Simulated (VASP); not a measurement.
A run of VASP 6.6.1:

File POSCAR:

```
WSe2
1.0
    3.1676807483      0.0000000000      0.0000000000
   -1.5838403742      2.7432919991      0.0000000000
    0.0000000000      0.0000000000     12.6227528714
W Se
2 4
Direct
    0.3333333333      0.6666666667      0.2500000000
    0.6666666667      0.3333333333      0.7500000000
    0.6666666667      0.3333333333      0.3849008986
    0.6666666667      0.3333333333      0.1150991014
    0.3333333333      0.6666666667      0.8849008986
    0.3333333333      0.6666666667      0.6150991014
```

The input INCAR.step1:

```
  PREC = Accurate
  ENCUT = 520
  ISMEAR = 0
  SIGMA = 0.01
  LREAL = False
  LASPH = True
  NELM = 60
  NBANDS = 35
  GGA = PE
  ALGO = Normal
  EDIFF = 1E-4
  LWAVE = True
  LCHARG = False
```

File INCAR.step2:

```
  PREC = Accurate
  ENCUT = 520
  EDIFF = 1E-7
  ISMEAR = 0
  SIGMA = 0.01
  LREAL = False
  LASPH = True
  NELM = 60
  ALGO = Normal
  ISIF = 2
  LWAVE = False
  LCHARG = False
  METAGGA = R2SCAN
  LMIXTAU = True
  NBANDS = 35
  ISTART = 1
```

The input KPOINTS:

```
Automatic mesh
0
Gamma
  12 12 2
```

Potentials or basis: VASP PAW PBE potentials, release 64 (W_sv, Se).

The run is started by

```sh
$ cat potpaw_PBE.64/W_sv/POTCAR potpaw_PBE.64/Se/POTCAR > POTCAR
$ cp INCAR.step1 INCAR
$ mpirun -np 1 vasp_std > vasp.out
$ cp INCAR.step2 INCAR
$ mpirun -np 1 vasp_std > vasp.out
```

Hardware: 1 thread of Intel Xeon 6975P-C, on a shared host.

Task: Estimate the wall time of this run.

Result: Wall time 9.1 min on 1 thread of Intel Xeon 6975P-C, with other jobs on the host, peak memory 0.31 GiB. Counts: k points 38.
